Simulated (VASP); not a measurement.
Wanted: the native input for a VASP 6.6.1 run.

```yaml
Task: single point
Functional: PBE
Potentials_or_basis: VASP PAW PBE potentials, release 64 (Pb_d, I, Cl)
Cutoff: 520 eV
k_mesh: 6 × 6 × 4
Occupations: gaussian, width 0.1 eV
Spin: no spin polarisation
Dipole_correction: no
Further_INCAR_settings: ALGO = Normal; EDIFF = 1e-06; NBANDS = 29
```

The structure of PbI2Cl2 lies in POSCAR:

```
PbI2Cl2
1.0
    5.5127748464     -0.0000000030      0.0000000000
   -2.7563874206      4.7742030639      0.0000000000
    0.0000000000      0.0000000000      8.3348207938
Pb I Cl
1 2 2
Direct
    0.0000000000      0.0000000000      0.0000000000
    0.3333333333      0.6666666667      0.8334160573
    0.6666666667      0.3333333333      0.1665839427
    0.3333333333      0.6666666667      0.5215361920
    0.6666666667      0.3333333333      0.4784638080
```

The cell was generated, and may not be a known phase.

These files were run (other wordings do the same):

INCAR

```
PREC = Accurate
ENCUT = 520
EDIFF = 1E-6
ISMEAR = 0
SIGMA = 0.1
LREAL = False
LASPH = True
NELM = 100
ALGO = Normal
ISIF = 2
LWAVE = False
LCHARG = False
GGA = PE
NBANDS = 29
```

KPOINTS

```
regular mesh
0
Gamma
  6 6 4
```

Potentials or basis: VASP PAW PBE potentials, release 64 (Pb_d, I, Cl).

Command:

```bash
$ cat potpaw_PBE.64/Pb_d/POTCAR potpaw_PBE.64/I/POTCAR potpaw_PBE.64/Cl/POTCAR > POTCAR
$ mpirun -np 1 vasp_std > vasp.out
```

Results of the run:

```
Pressure               : 0.0 GPa
Largest force          : 0.016 eV/Å
Band gap on the k mesh : zero (bands 21 and 22 overlap by 0.18 eV)
```

Caveat: spin-orbit coupling is left out, which moves the levels of the heavy elements.

Run time: 86 s on 1 thread of Intel(R) Xeon(R) 6975P-C (Granite Rapids) (shared host), peak memory 0.41 GiB.
